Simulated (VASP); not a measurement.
Here is a VASP 6.6.1 calculation.

INCAR

```
SYSTEM = Zr2Pb2O3
ALGO = Normal
EDIFF = 1E-7
EDIFFG = -0.08
ENCUT = 600
GGA = PE
IBRION = 2
ISIF = 3
ISMEAR = 0
LASPH = .TRUE.
LCHARG = .FALSE.
LREAL = .FALSE.
LWAVE = .FALSE.
NELM = 80
NSW = 36
PREC = Accurate
SIGMA = 0.2
```

File KPOINTS:

```
k-points
0
G
  4 4 4
  0 0 0
```

File POSCAR:

```
Zr2Pb2O3
1.0
   -2.8416583800      2.8416583800      4.1990146700
    2.8416583800     -2.8416583800      4.1990146700
    2.8416583800      2.8416583800     -4.1990146700
Zr Pb O
2 2 3
Direct
    0.3035744800      0.3035744800      0.0000000000
    0.6964255200      0.6964255200      0.0000000000
    0.5000000000      0.0000000000      0.5000000000
    0.0000000000      0.5000000000      0.5000000000
    0.7500000000      0.2500000000      0.5000000000
    0.2500000000      0.7500000000      0.5000000000
    0.0000000000      0.0000000000      0.0000000000
```

Potentials or basis: VASP PAW PBE potentials, release 64 (Zr_sv, Pb_d, O).

The run is started by

```sh
$ cat potpaw_PBE.64/Zr_sv/POTCAR potpaw_PBE.64/Pb_d/POTCAR potpaw_PBE.64/O/POTCAR > POTCAR
$ mpirun -np 1 vasp_std > vasp.out
```

(1) Predict the band gap on the k mesh.

(2) Predict the space group after relaxing (to 0.05 Å).

(3) Estimate the relaxed cell.

(4) Predict the relaxed volume.

Results:

(1) zero (band 35 reaches 9.41 eV, above the bottom of band 36 at 7.99 eV).

(2) I4/mmm (No. 139).

(3) a = 6.466 Å, b = 6.466 Å, c = 6.466 Å, α = 138.02°, β = 138.02°, γ = 60.88°.

(4) 17.09 Å³/atom.

Caveat: the k points lie up to 0.48 Å⁻¹ apart in the final cell; spin-orbit coupling is left out, which moves the levels of the heavy elements.
